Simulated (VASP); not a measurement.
Sb, 2 atoms in the cell. The structure is trigonal, space group R-3m (No. 166). Conventional cell: a = 4.393 Å, b = 4.393 Å, c = 11.495 Å, α = 90.00°, β = 90.00°, γ = 120.00°. Sb (site symmetry 3m) has 6 Sb at 2.97 to 3.42 Å within 3.9 Å. 

* Program: VASP 6.6.1
* Task: single point
* Functional: RPBE
* Dispersion: D4
* Potentials or basis: VASP PAW PBE potentials, release 64 (Sb)
* Cutoff: 520 eV
* k mesh: 8 × 8 × 8
* Occupations: fermi-dirac, width 0.05 eV
* Spin: no spin polarisation
* Dipole correction: no
* Further INCAR settings: ALGO = Normal; EDIFF = 1e-07; NBANDS = 12

Potentials or basis: VASP PAW PBE potentials, release 64 (Sb).

Command:

```bash
$ cat potpaw_PBE.64/Sb/POTCAR > POTCAR
$ mpirun -np 1 vasp_std > vasp.out
```

Hardware: 1 thread of Intel(R) Xeon(R) 6975P-C (Granite Rapids), with other jobs on the host.

Estimate the wall time of this run.

Run time: 24 s on 1 thread of Intel(R) Xeon(R) 6975P-C (Granite Rapids), on a shared host, peak memory 0.22 GiB. Counts: scf iterations 14, k points 65.
